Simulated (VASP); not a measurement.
A run of VASP 6.6.1 is set up as follows.

Contents of INCAR:

```
PREC = Accurate
ENCUT = 520
EDIFF = 1E-6
ISMEAR = -1
SIGMA = 0.05
LREAL = False
LASPH = True
NELM = 60
ALGO = Normal
ISIF = 2
LWAVE = False
LCHARG = False
GGA = PS
NBANDS = 25
```

The input KPOINTS:

```
regular mesh
0
Gamma
  5 5 3
```

The input POSCAR:

```
CS2
1.0
    3.6457880000     -2.9943140000      0.0000000000
    3.6457880000      2.9943140000      0.0000000000
    0.0000000000      0.0000000000     10.0482821400
S C
4 2
Direct
    0.1815210000      0.8184790000      0.8868670000
    0.3184790000      0.6815210000      0.3868670000
    0.6815210000      0.3184790000      0.6131330000
    0.8184790000      0.1815210000      0.1131330000
    0.5000000000      0.5000000000      0.5000000000
    0.0000000000      0.0000000000      0.0000000000
```

Potentials or basis: VASP PAW PBE potentials, release 64 (S, C).

Run with:

```sh
$ cat potpaw_PBE.64/S/POTCAR potpaw_PBE.64/C/POTCAR > POTCAR
$ mpirun -np 1 vasp_std > vasp.out
```

Task: What does it give for the pressure?

Result: -1.6 GPa.

Task: What does it give for the largest force?

Result: 0.919 eV/Å.

Task: What does it give for the band gap on the k mesh?

Result: 3.43 eV.

Forces in eV/Å, atoms in the order of the input:
```
S    0.000  0.637  0.663
S    0.000 -0.637  0.663
S    0.000  0.637 -0.663
S    0.000 -0.637 -0.663
C    0.000  0.000  0.000
C    0.000  0.000  0.000
```

Caveat: this functional lacks dispersion, which holds the molecules together, so the pressure and a relaxed volume are unreliable; the PAW data sets were made with another functional, which shifts forces and pressure a little. A k mesh can miss the band edges.
